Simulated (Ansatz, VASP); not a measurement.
# LiF in VASP and in Ansatz

INCAR

```
SYSTEM = LiF
PREC = Accurate
ENCUT = 520
EDIFF = 1E-6
ISMEAR = 0
SIGMA = 0.05
LREAL = .False.
LASPH = .True.
NELM = 100
ALGO = Normal
ISIF = 2
LWAVE = .False.
LCHARG = .True.
GGA = PE
LELF = .True.
LVHAR = .True.
NBANDS = 12
```

File KPOINTS:

```
regular mesh
0
Gamma
  10 10 10
  0 0 0
```

File POSCAR:

```
LiF
1.0
    0.0000000000      1.9636500000      2.0140000000
    2.0140000000      0.0000000000      2.0140000000
    2.0140000000      1.9636500000      0.0000000000
Li F
1 1
Direct
    0.0000000000      0.0000000000      0.0000000000
    0.5000000000      0.5000000000      0.5000000000
```

Input for Ansatz:

```yaml
crystal:
  lattice:
    - [0.0, 1.96365, 2.014]
    - [2.014, 0.0, 2.014]
    - [2.014, 1.96365, 0.0]
  atoms:
    - { symbol: Li, position: [0.0, 0.0, 0.0] }
    - { symbol: F, position: [0.5, 0.5, 0.5] }
basis:
  ecutwfc: 420
kpoints:
  mp_grid: { grid: [10, 10, 10] }
hamiltonian:
  xc: pbe
scf:
  occupations: { method: gaussian, width: 0.05 }
output:
  forces: true
  stress: true
  eigenvalues: true
```

Change from the starting cell: strain -0.0250 x Voigt [0, 1, 0, 0, 0, 0], atoms carried along.

Alike in both runs: task single point; functional PBE; k mesh 10 × 10 × 10; occupations gaussian, width 0.05 eV; no spin polarisation.

|  | VASP | Ansatz |
| --- | --- | --- |
| version | VASP 6.6.1 | Ansatz 0.2.0 |
| potentials or method | VASP PAW PBE potentials, release 64 (Li_sv, F), cutoff 520 eV | scalar-relativistic, plane waves, PAW |
| valence electrons in the cell | 10 | 10 |

Ansatz gave:

```
gap on the k mesh at the Fermi level (eV) : 9.29
least direct gap on the mesh (eV)         : 9.29
```

Question: Estimate VASP's values.

Answer: gap on the k mesh at the Fermi level (eV): 9.30; least direct gap on the mesh (eV): 9.30.

Noted on VASP's run: the cutoff is short for stress, so the pressure is rough.
